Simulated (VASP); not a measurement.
**Hf: single point with LDA**

Hf:

```
Hf
1.0
     0.00000    3.11284    3.11284
     3.11284    0.00000    3.11284
     3.11284    3.11284    0.00000
Hf
2
Cartesian
  0.7782 0.7782 0.7782
  5.4475 5.4475 5.4475
```

| Quantity | Value |
| --- | --- |
| Program | VASP 6.6.1 |
| Task | single point |
| Functional | LDA |
| Potentials or basis | VASP PAW LDA potentials, release 64 (Hf_pv) |
| Cutoff | 520 eV |
| k mesh | 14 × 14 × 14 |
| Occupations | fermi-dirac, width 0.1 eV |
| Spin | no spin polarisation |
| Dipole correction | no |
| Further INCAR settings | ALGO = Normal; EDIFF = 1e-07; NBANDS = 17 |

```yaml
Pressure: -0.3 GPa
Band_gap_on_the_k_mesh: zero (band 10 reaches 2.48 eV, above the bottom of band 11 at 1.80 eV)
```

Levels at points of the mesh, in eV from the Fermi level:
```csv
k point,band 6,band 7,band 8,band 9,band 10,band 11,band 12,band 13,band 14,band 15
"(0.00, 0.00, 0.00)",-29.91,-5.39,-0.60,-0.60,0.17,0.17,0.17,2.32,2.32,2.32
"(0.50, 0.00, 0.00)",-29.81,-2.96,-1.04,-0.53,-0.53,0.13,0.13,0.20,3.55,3.55
"(0.50, 0.50, 0.00)",-29.70,-1.69,-1.69,-0.83,-0.83,0.25,0.25,2.21,2.21,4.18
```

Run time: 68 s on 1 thread of Intel(R) Xeon(R) 6975P-C (Granite Rapids) (shared host), peak memory 0.22 GiB.

Caveat: spin-orbit coupling is left out, which moves the levels of the heavy elements.
